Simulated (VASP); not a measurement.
Crystal: Tl3Ru.

```xyz
4
Lattice="4.0700 0.0000 0.0000 0.0000 4.0700 0.0000 0.0000 0.0000 4.0700" Properties=species:S:1:pos:R:3 pbc="T T T"
Ru    0.0000    0.0000    0.0000
Tl    0.0000    2.0350    2.0350
Tl    2.0350    0.0000    2.0350
Tl    2.0350    2.0350    0.0000
```

```yaml
Program: VASP 6.6.1
Task: relaxation of cell and atoms
Functional: PBE
Potentials_or_basis: VASP PAW PBE potentials, release 64 (Ru_pv, Tl_d)
Cutoff: 600 eV
k_mesh: 5 × 5 × 5
Occupations: methfessel-paxton, width 0.1 eV
Spin: no spin polarisation
```

At the start: pressure 45.1 GPa; volume 16.85 Å³/atom.

Question: Where does the relaxation end?

Answer: Over 5 steps the energy falls by 637.2 meV/atom and the volume is 23.46 Å³/atom (+39.2 %); space group Pm-3m (No. 221, to 0.1 Å) before and after.

Step by step:
| step | energy change (eV) | largest force (eV/Å) | pressure (GPa) | volume (Å³) |
| --- | --- | --- | --- | --- |
| 1 | 0.0000 | 0.0000 | 45.08 | 67.42 |
| 2 | -1.5556 | 0.0000 | -7.51 | 125.09 |
| 3 | -2.5489 | 0.0000 | 0.16 | 93.59 |
| 4 | -2.5488 | 0.0000 | -0.18 | 94.17 |
| 5 | -2.5490 | 0.0000 | 0.01 | 93.85 |

Final structure:
```
Ru Tl
1.0
     4.54435    0.00000    0.00000
     0.00000    4.54435    0.00000
     0.00000    0.00000    4.54435
Ru Tl
1 3
Cartesian
  0.0000 0.0000 4.5443
  4.5443 2.2722 2.2722
  2.2722 4.5443 2.2722
  2.2722 2.2722 4.5443
```

Caveat: the volume moved by over 15 % at a fixed basis, so the end points are rough.
